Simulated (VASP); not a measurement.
Wanted: the native input for a VASP 6.6.1 run.

- Task: single point
- Functional: PBE
- Potentials or basis: VASP PAW PBE potentials, release 64 (Mg, O)
- Cutoff: 520 eV
- k mesh: 9 × 9 × 8
- Occupations: gaussian, width 0.05 eV
- Spin: no spin polarisation
- Dipole correction: no
- Further INCAR settings: ALGO = Normal; EDIFF = 1e-06; NBANDS = 11

The structure of MgO lies in POSCAR:

```
MgO
1.0
    2.9380209034      0.0000000000      0.0000000000
   -1.4690104517      2.5444007392      0.0000000000
    0.0000000000      0.0000000000      2.6796800000
Mg O
1 1
Direct
   -0.1610625303     -0.1179059554      0.0000000000
    0.3333333333      0.6666666667      0.5000000000
```

This cell differs from its parent crystal: atom 1 (Mg) moved by (-0.300, -0.300) A along x and y.

These files were run (other wordings do the same):

INCAR

```
SYSTEM = MgO
PREC     = Accurate       ! precision mode
ENCUT    = 520            ! plane-wave cutoff, eV
EDIFF    = 1E-6           ! SCF threshold, eV
ISMEAR   = 0              ! smearing method
SIGMA    = 0.05           ! smearing width, eV
LREAL    = .FALSE.        ! projectors in reciprocal space
LASPH    = .TRUE.         ! aspherical terms in the spheres
NELM     = 60             ! most SCF steps
ALGO     = Normal         ! electronic algorithm
ISIF     = 2              ! what is computed and relaxed
LWAVE    = .FALSE.        ! write WAVECAR
LCHARG   = .FALSE.        ! write CHGCAR
GGA      = PE             ! functional
NBANDS   = 11             ! bands
```

KPOINTS

```
regular mesh
0
G
  9 9 8
  0 0 0
```

Potentials or basis: VASP PAW PBE potentials, release 64 (Mg, O).

Run with:

```bash
$ cat potpaw_PBE.64/Mg/POTCAR potpaw_PBE.64/O/POTCAR > POTCAR
$ mpirun -np 1 vasp_std > vasp.out
```

Results of the run:

```
Pressure               : 13.9 GPa
Largest force          : 2.797 eV/Å
Band gap on the k mesh : 2.64 eV, indirect (least direct gap 3.26 eV)
```

Caveat: the cell differs from its parent crystal (atom 1 (Mg) moved by (-0.300, -0.300) A along x and y); forces of over 1 eV/Å act on the atoms, so gaps and moduli don't describe the material at rest.

Run time: 44 s on 1 thread of Intel Xeon 8259CL, with other jobs on the host, peak memory 0.17 GiB.
